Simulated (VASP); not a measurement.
# Ni (I4/mmm) in VASP: single point with r2SCAN

Aim: the single point of Ni with r2SCAN.

All numbers are computed with VASP 6.6.1; they aren't measurements. Logs are shortened: lines on timing, memory, paths and dates and some standing lists are left out, and cuts for length are marked.

## 1. The cell of the first run

It takes space group I4/mmm (No. 139, tetragonal). The conventional cell has a = 2.767 Å, b = 2.767 Å, c = 2.546 Å, α = 90.00°, β = 90.00°, γ = 90.00°. Ni (site symmetry 4/mmm) has 14 Ni at 2.33 to 2.77 Å within 3.1 Å.

## 2. Single point, r2SCAN, collinear spin, ferromagnetic start (strain +0.000 along x and y, -0.080 along z)

File POSCAR:

```
Ni
1.0
   -1.3837154700      1.3837154700      1.2730182324
    1.3837154700     -1.3837154700      1.2730182324
    1.3837154700      1.3837154700     -1.2730182324
Ni
1
Direct
    0.0000000000      0.0000000000      0.0000000000
```

File INCAR.step1:

```
SYSTEM = Ni
ALGO = Normal
EDIFF = 1E-4
ENCUT = 520
GGA = PE
ISMEAR = 0
ISPIN = 2
LASPH = .TRUE.
LCHARG = .FALSE.
LMAXMIX = 4
LREAL = .FALSE.
LWAVE = .TRUE.
MAGMOM = 0.78
NBANDS = 15
NELM = 150
PREC = Accurate
SIGMA = 0.15
```

File INCAR.step2:

```
SYSTEM = Ni
ALGO = Normal
EDIFF = 1E-7
ENCUT = 520
ISIF = 2
ISMEAR = 0
ISPIN = 2
ISTART = 1
LASPH = .TRUE.
LCHARG = .FALSE.
LMAXMIX = 4
LMIXTAU = .TRUE.
LORBIT = 11
LREAL = .FALSE.
LWAVE = .FALSE.
MAGMOM = 0.78
METAGGA = R2SCAN
NBANDS = 15
NELM = 150
PREC = Accurate
SIGMA = 0.15
```

File KPOINTS:

```
k-points
0
G
  24 24 24
  0 0 0
```

Potentials or basis: VASP PAW PBE potentials, release 64 (Ni).

On the command line:

```console
> cat potpaw_PBE.64/Ni/POTCAR > POTCAR
> cp INCAR.step1 INCAR
> mpirun -np 1 vasp_std > vasp.out
> cp INCAR.step2 INCAR
> mpirun -np 1 vasp_std > vasp.out
```

OUTCAR:

```text
SYSTEM = Ni
   EDIFF = 1E-7
   ENCUT = 520
   ISIF = 2
   ISMEAR = 0
   ISPIN = 2
   ISTART = 1
   LASPH = .TRUE.
   LORBIT = 11
   LREAL = .FALSE.
   METAGGA = R2SCAN
   NELM = 150
   PREC = Accurate

 ion  position               nearest neighbor table
   1  0.000  0.000  0.000-

  LATTYP: Found a body centered tetragonal cell.
 ALAT       =     2.7674309400
 C/A-ratio  =     0.9200000000

  Lattice vectors:

 A1 = (  -1.3837154700,   1.3837154700,   1.2730182324)
 A2 = (   1.3837154700,  -1.3837154700,   1.2730182324)
 A3 = (   1.3837154700,   1.3837154700,  -1.2730182324)

Analysis of symmetry for initial positions (statically):
=====================================================================
 Subroutine PRICEL returns:
 Original cell was already a primitive cell.

 Routine SETGRP: Setting up the symmetry group for a
 body centered tetragonal supercell.

 Subroutine GETGRP returns: Found 16 space group operations
 (whereof 16 operations were pure point group operations)
 out of a pool of 16 trial point group operations.

The static configuration has the point symmetry D_4h.

Analysis of symmetry for dynamics (positions and initial velocities):
=====================================================================
 Subroutine PRICEL returns:
 Original cell was already a primitive cell.

 Routine SETGRP: Setting up the symmetry group for a
 body centered tetragonal supercell.

 Subroutine GETGRP returns: Found 16 space group operations
 (whereof 16 operations were pure point group operations)
 out of a pool of 16 trial point group operations.

The dynamic configuration has the point symmetry D_4h.

Analysis of structural, dynamic, and magnetic symmetry:
=====================================================================
 Subroutine PRICEL returns:
 Original cell was already a primitive cell.

 Routine SETGRP: Setting up the symmetry group for a
 body centered tetragonal supercell.

 Subroutine GETGRP returns: Found 16 space group operations
 (whereof 16 operations were pure point group operations)
 out of a pool of 16 trial point group operations.

The overall configuration has the point symmetry D_4h.

 Subroutine INISYM returns: Found 16 space group operations
 (whereof 16 operations are pure point group operations),
 and found     1 'primitive' translations

----------------------------------------------------------------------------------------

                                     Primitive cell

  volume of cell :       9.7496

  direct lattice vectors                    reciprocal lattice vectors
    -1.383715470  1.383715470  1.273018232     0.000000000  0.361345964  0.392767352
     1.383715470 -1.383715470  1.273018232     0.361345964  0.000000000  0.392767352
     1.383715470  1.383715470 -1.273018232     0.361345964  0.361345964  0.000000000

  length of vectors
     2.334504749  2.334504749  2.334504749     0.533701319  0.533701319  0.511020363

  position of ions in fractional coordinates (direct lattice)
     0.000000000  0.000000000  0.000000000

  ion indices of the primitive-cell ions
   primitive index   ion index
                 1           1

----------------------------------------------------------------------------------------

 KPOINTS: k-points

Automatic generation of k-mesh.
 Grid dimensions read from file:
 generate k-points for:   24   24   24

 Generating k-lattice:

  Cartesian coordinates                     Fractional coordinates (reciprocal lattice)
     0.000000000  0.015056082  0.016365306     0.041666667  0.000000000 -0.000000000
     0.015056082  0.000000000  0.016365306     0.000000000  0.041666667 -0.000000000
     0.015056082  0.015056082  0.000000000     0.000000000  0.000000000  0.041666667

  Length of vectors
     0.022237555  0.022237555  0.021292515

  Shift w.r.t. Gamma in fractional coordinates (k-lattice)
     0.000000000  0.000000000  0.000000000

 Subroutine IBZKPT returns following result:
 ===========================================

 Found   1063 irreducible k-points:

 Following reciprocal coordinates:
            Coordinates               Weight
  0.000000  0.000000  0.000000      1.000000
  0.041667 -0.000000  0.000000      8.000000
  0.083333 -0.000000  0.000000      8.000000
  0.125000 -0.000000  0.000000      8.000000
  0.166667 -0.000000  0.000000      8.000000
  0.208333 -0.000000  0.000000      8.000000
[... 16 lines left out ...]
  0.416667  0.041667  0.000000     16.000000
  0.458333  0.041667  0.000000     16.000000
 [... further k-points ...]
   k-points           NKPTS =   1063   k-points in BZ     NKDIM =   1063   number of bands    NBANDS=     15
   number of dos      NEDOS =    301   number of ions     NIONS =      1
   total plane-waves  NPLWV =   5832
   dimension x,y,z NGX =    18 NGY =   18 NGZ =   18
   dimension x,y,z NGXF=    36 NGYF=   36 NGZF=   36
   ions per type =               1
   NGX,Y,Z   is equivalent  to a cutoff of  12.82, 12.82, 12.82 a.u.
   NGXF,Y,Z  is equivalent  to a cutoff of  25.64, 25.64, 25.64 a.u.
 SYSTEM =  Ni
   PREC   = accura    normal or accurate (medium, high low for compatibility)
   ISTART =      1    job   : 0-new  1-cont  2-samecut
   ICHARG =      0    charge: 1-file 2-atom 10-const
   ISPIN  =      2    spin polarized calculation?
   LNONCOLLINEAR =      F non collinear calculations
   LSORBIT =      F    spin-orbit coupling
   LASPH  =      T    aspherical Exc in radial PAW
   ENCUT  =  520.0 eV  38.22 Ry    6.18 a.u.   4.34  4.34  4.34*2*pi/ulx,y,z
   NELM   =    150;   NELMIN=  2; NELMDL=  0     # of ELM steps
   EDIFF  = 0.1E-06   stopping-criterion for ELM
   LREAL  =      F    real-space projection
   EDIFFG = 0.1E-05   stopping-criterion for IOM
   NSW    =      0    number of steps for IOM
   IBRION =     -1    ionic relax: 0-MD 1-quasi-New 2-CG
   NFREE  =      0    steps in history (QN), initial steepest desc. (CG)
   ISIF   =      2    stress and relaxation
   ISYM   =      2    0-nonsym 1-usesym 2-fastsym
   POTIM  = 0.5000    time-step for ionic-motion
   TEBEG  =    0.0;   TEEND  =   0.0 temperature during run
   PSTRESS=    0.0 pullay stress
   NELECT =      10.0000    total number of electrons
   NUPDOWN=      -1.0000    fix difference up-down
   EMIN   =  10.00;   EMAX   =-10.00  energy-range for DOS
   EFERMI =   0.00;   METHOD = LEGACY
   ISMEAR =     0;   SIGMA  =   0.15  broadening in eV -4-tet -1-fermi 0-gaus
   EFERMI_NEDOS =   21; number of points for ismear=-14 and -15
   IALGO  =     38    algorithm
   IMIX   =      4    mixing-type and parameters
     AMIX     =   0.40;   BMIX     =  1.00
     AMIX_MAG =   1.60;   BMIX_MAG =  1.00
  volume/ion in A,a.u.               =       9.75        65.79
  Fermi-wavevector in a.u.,A,eV,Ry     =   1.650994  3.119926 37.086493  2.725780
  Thomas-Fermi vector in A             =   2.739849
   LORBIT       =     11    0 simple, 1 ext, 2 COOP (PROOUT), +10 PAW based schemes
   METAGGA = R2SCAN    functional components
   LHFCALC =     F    Hartree Fock is set to
   AEXX    =    0.0000 exact exchange contribution
   IVDW    =     0    specifies the selected vdW correction
   LEPSILON=     F    determine dielectric tensor
   LRPA    =     F    only Hartree local field effects (RPA)
 spin polarized calculation
 Gauss-broadening in eV      SIGMA  =   0.15
  energy-cutoff  :      520.00
  volume of cell :        9.75
 maximum number of plane-waves:       281
 NGX is ok and might be reduce to    18
   NGX =  9   NGY =  9   NGZ =  9

 number of electron       9.9999992 magnetization       0.6132319

 Free energy of the ion-electron system (eV)
  ---------------------------------------------------
  ext. energy  EPLUGINS =         0.00000000
  ---------------------------------------------------
  free energy    TOTEN  =       -11.79600463 eV

  energy without entropy =      -11.78217635  energy(sigma->0) =      -11.78909049

 E-fermi :  10.7723     XC(G=0): -15.1296

 val. band max:       10.7698703982   @ k =  -0.4167  -0.4167   0.2500
 cond. band min:      10.7724200058   @ k =   0.3750   0.1250   0.0833
 fundamental gap:      0.0025496076
 Fermi energy:        10.7723321856

 spin component 1

 k-point     1 :       0.0000    0.0000    0.0000
  band No.  band energies     occupation
      1       0.7279      1.00000
      2       7.4707      1.00000
      3       8.0250      1.00000
      4       8.0251      1.00000
      5       9.0521      1.00000
      6       9.8110      1.00000
      7      38.5137      0.00000
      8      38.5137      0.00000
      9      41.0868      0.00000
     10      44.3980      0.00000
     11      45.1929      0.00000
     12      46.2352      0.00000
     13      46.9604      0.00000
     14      46.9604      0.00000
     15      48.7295      0.00000
[... 397 lines left out ...]
 k-point    24 :       0.4583    0.0417    0.0000
  band No.  band energies     occupation
      1       5.2032      1.00000
      2       6.5394      1.00000
      3       9.4329      1.00000
      4       9.7335      1.00000
      5      10.2113      1.00000
      6      11.4881      0.00000
      7      18.7824      0.00000
      8      30.6305      0.00000
      9      32.2270      0.00000
     10      36.7056      0.00000
     11      41.1130      0.00000
     12      49.5137      0.00000
     13      53.5879      0.00000
     14      56.7860      0.00000
     15      59.2727      0.00000

 [... further k-points ...]

 spin component 2

 k-point     1 :       0.0000    0.0000    0.0000
  band No.  band energies     occupation
      1       0.5386      1.00000
      2       8.6787      1.00000
      3       9.0142      1.00000
      4       9.0143      1.00000
      5       9.9328      1.00000
      6      10.3403      0.99998
      7      38.4603      0.00000
      8      38.4603      0.00000
      9      41.1225      0.00000
     10      44.4571      0.00000
     11      45.5613      0.00000
     12      46.2015      0.00000
     13      47.2949      0.00000
     14      47.2949      0.00000
     15      49.0507      0.00000
[... 397 lines left out ...]
 k-point    24 :       0.4583    0.0417    0.0000
  band No.  band energies     occupation
      1       5.6638      1.00000
      2       7.4926      1.00000
      3      10.0003      1.00000
      4      10.5252      0.99009
      5      11.0190      0.01001
      6      12.0249      0.00000
      7      19.2514      0.00000
      8      30.6293      0.00000
      9      32.4209      0.00000
     10      36.8997      0.00000
     11      41.3536      0.00000
     12      49.7539      0.00000
     13      55.5841      0.00000
     14      57.2478      0.00000
     15      59.6582      0.00000

 [... further k-points ...]
[... 5 lines left out ...]
  --------------------------------------------------------------------------------------
  -------------------------------------------------------------------------------------
  Total        1.4549586      1.4549586      1.0898218      0.0000000      0.0000000      0.0000000
  in kB      239.0963830    239.0963830    179.0926913      0.0000000      0.0000000      0.0000000
  external PRESSURE =     219.0951524 kB  Pullay stress =       0.0000000 kB

 VOLUME and BASIS-vectors are now :
 -----------------------------------------------------------------------------
  energy-cutoff  :      520.00
  volume of cell :        9.75
      direct lattice vectors                 reciprocal lattice vectors
    -1.383715470  1.383715470  1.273018232     0.000000000  0.361345964  0.392767352
     1.383715470 -1.383715470  1.273018232     0.361345964  0.000000000  0.392767352
     1.383715470  1.383715470 -1.273018232     0.361345964  0.361345964  0.000000000

 POSITION                                       TOTAL-FORCE (eV/Angst)
 -----------------------------------------------------------------------------------
      0.00000      0.00000      0.00000         0.000000      0.000000      0.000000
 -----------------------------------------------------------------------------------
    total drift:                                0.000000      0.000000      0.000000

  FREE ENERGIE OF THE ION-ELECTRON SYSTEM (eV)
  ---------------------------------------------------
  free  energy   TOTEN  =       -11.7960046346 eV

  energy  without entropy=      -11.7821763497  energy(sigma->0) =      -11.78909049

 total charge

# of ion       s       p       d       tot
------------------------------------------
    1        0.558   0.612   8.401   9.571

 magnetization (x)

# of ion       s       p       d       tot
------------------------------------------
    1       -0.008  -0.034   0.662   0.621
```

Wall time 27 min (1 thread of Intel Xeon 8259CL, shared host); peak memory 0.34 GiB.

Results:

| Item | Value |
| --- | --- |
| Free energy | -11.7960 eV |
| Pressure | 21.9 GPa |
| Net moment | 0.61 μB per cell |
| Site moments | Ni +0.62 μB |
| Valence electrons inside the program's atomic spheres | Ni 9.57 |

Caveat: the cell differs from its parent crystal (strain +0.000 along x and y, -0.080 along z); the stress differs along the axes, from 18 to 24 GPa; the PAW data sets were made with another functional, which shifts forces and pressure a little.
